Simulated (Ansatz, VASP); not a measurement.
**One calculation of Li, two programs**

```xyz
1
Lattice="0.0000 2.2020 2.2240 2.2020 0.0000 2.2240 2.2020 2.2020 0.0000" Properties=species:S:1:pos:R:3 pbc="T T T"
Li    0.0000    0.0000    0.0000
```

Change from the starting cell: zz strain of +1 %.

Alike in both runs: task single point; functional PBEsol; k mesh 13 × 13 × 13; occupations fermi-dirac, width 0.08 eV; no spin polarisation.

|  | VASP | Ansatz |
| --- | --- | --- |
| version | VASP 6.6.1 | Ansatz 0.2.0 |
| potentials or method | VASP PAW PBE potentials, release 64 (Li_sv), cutoff 750 eV | all-electron LAPW, scalar-relativistic |

|  | VASP | Ansatz | Ansatz less VASP |
| --- | --- | --- | --- |
| pressure (GPa) | -0.9 | -0.8 | +0.11 |

VASP's potentials were made for PBE, not for PBEsol. Ansatz ran all-electron here, and VASP with PAW potentials.
